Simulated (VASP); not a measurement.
Here is a VASP 6.6.1 calculation.

Contents of INCAR:

```
  PREC = Accurate
  ENCUT = 520
  EDIFF = 1E-6
  ISMEAR = -1
  SIGMA = 0.05
  LREAL = F
  LASPH = T
  NELM = 150
  ALGO = Normal
  ISIF = 2
  LWAVE = F
  LCHARG = F
  ISPIN = 2
  MAGMOM = 1 1 1 3
  LORBIT = 11
  LMAXMIX = 4
  GGA = PS
  NBANDS = 31
```

KPOINTS

```
Automatic mesh
0
Gamma
  8 8 8
```

POSCAR

```
FeNi3
1.0
    3.4726327554      0.0000000000      0.0000000000
    0.0000000000      3.4726327554      0.0000000000
    0.0000000000      0.0000000000      3.4726327554
Ni Fe
3 1
Direct
    0.5000000000      0.5000000000      0.0000000000
    0.5000000000      0.0000000000      0.5000000000
    0.0000000000      0.5000000000      0.5000000000
    0.0000000000      0.0000000000      0.0000000000
```

Potentials or basis: VASP PAW PBE potentials, release 64 (Ni, Fe).

Run with:

```console
$ cat potpaw_PBE.64/Ni/POTCAR potpaw_PBE.64/Fe/POTCAR > POTCAR
$ mpirun -np 1 vasp_std > vasp.out
```

Question: Predict the site moments.

Answer: Ni +0.60; Fe +2.81 μB.

Question: Estimate the net moment.

Answer: 4.63 μB per cell.

Question: Estimate the pressure.

Answer: 3.0 GPa.

Caveat: the PAW data sets were made with another functional, which shifts forces and pressure a little.
